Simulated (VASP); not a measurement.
Write the native input for VASP 6.6.1 that does the following.

```
Task                   : single point
Functional             : LDA
Potentials or basis    : VASP PAW LDA potentials, release 64 (Ni, Mo_sv, Pd, Ir, W_sv)
Cutoff                 : 520 eV
k mesh                 : 6 × 6 × 4
Occupations            : fermi-dirac, width 0.05 eV
Spin                   : collinear spin, ferromagnetic start
Starting moments       : [1.0, 1.0, 0.0, 0.6, 0.0] μB
Dipole correction      : no
Further INCAR settings : ALGO = Normal; EDIFF = 1e-07; NBANDS = 40
```

The structure of NiMoIrPdW lies in POSCAR:

```
NiMoIrPdW
1.0
    4.1170500000      0.0000000000      0.0000000000
   -2.0585300000      3.5654700000      0.0000000000
    0.0000000000      0.0000000000      5.4458000000
Ni Mo Pd Ir W
1 1 1 1 1
Direct
    0.0000000000      0.0000000000      0.9577500000
    0.6666700000      0.3333300000      0.9616100000
    0.6666700000      0.3333300000      0.4629500000
    0.3333300000      0.6666700000      0.7257200000
    0.3333300000      0.6666700000      0.2364200000
```

One way to write it, as run:

INCAR

```
SYSTEM = NiMoIrPdW
ALGO = Normal
EDIFF = 1E-7
ENCUT = 520
GGA = CA
ISIF = 2
ISMEAR = -1
ISPIN = 2
LASPH = .True.
LCHARG = .False.
LMAXMIX = 4
LORBIT = 11
LREAL = .False.
LUSENCCL = .False.
LWAVE = .False.
MAGMOM = 1 1 0 0.6 0
NBANDS = 40
NELM = 150
PREC = Accurate
SIGMA = 0.05
```

KPOINTS

```
k-points
0
Gamma
  6 6 4
  0 0 0
```

Potentials or basis: VASP PAW LDA potentials, release 64 (Ni, Mo_sv, Pd, Ir, W_sv).

Launch:

```console
$ cat potpaw_LDA.64/Ni/POTCAR potpaw_LDA.64/Mo_sv/POTCAR potpaw_LDA.64/Pd/POTCAR potpaw_LDA.64/Ir/POTCAR potpaw_LDA.64/W_sv/POTCAR > POTCAR
$ mpirun -np 1 vasp_std > vasp.out
```

Results of the run:

```json
{
  "Pressure": "-12.0 GPa",
  "Largest force": "0.085 eV/Å",
  "Net moment": "0.00 μB per cell",
  "Valence electrons inside the program's atomic spheres": "Ni 9.47; Mo 12.57; Pd 9.59; Ir 8.32; W 11.89"
}
```

Caveat: the cell stands under tension.

Run time: 2.8 min on 1 × NVIDIA H100 80GB with 1 thread of Intel(R) Xeon(R) Platinum 8481C CPU @ 2.70GHz (Sapphire Rapids), with other jobs on the host, peak memory 1.4 GiB.
